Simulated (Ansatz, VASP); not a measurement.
## Two plane-wave programs on BPd4

```
B Pd
1.0
    -2.65610    2.65610    2.65610
     2.65610   -2.65610    2.65610
     2.65610    2.65610   -2.65610
B Pd
1 4
Cartesian
  0.0000 0.0000 0.0000
  1.3280 1.3280 1.3280
  1.3280 1.3280 -1.3280
  1.3280 -1.3280 1.3280
  -1.3280 1.3280 1.3280
```

Alike in both runs: task relaxation of cell and atoms; functional PBE; k mesh 10 × 10 × 10; occupations gaussian, width 0.1 eV; no spin polarisation.

|  | VASP | Ansatz |
| --- | --- | --- |
| version | VASP 6.6.1 | Ansatz 0.2.0 |
| potentials or method | VASP PAW PBE potentials, release 64 (B, Pd), cutoff 600 eV | scalar-relativistic, plane waves, PAW |
| valence electrons in the cell | 43 | 75 |

VASP gave:

| Quantity | Value |
| --- | --- |
| gap on the k mesh at the Fermi level, each at its own relaxed structure (eV) | none |
| relaxed volume (Å³/atom) | 14.89 |
| relaxed cell length with the largest relative difference (Å) | 4.590 |

Question: Which values does Ansatz return?

Answer: gap on the k mesh at the Fermi level, each at its own relaxed structure (eV): none; relaxed volume (Å³/atom): 14.92; relaxed cell length with the largest relative difference (Å): 4.593.

A gap of «none» marks a metal or a gap that the smearing closes. VASP's potentials hold 43 valence electrons a cell and Ansatz's 75, so a difference there can come from the potentials and not from the codes.
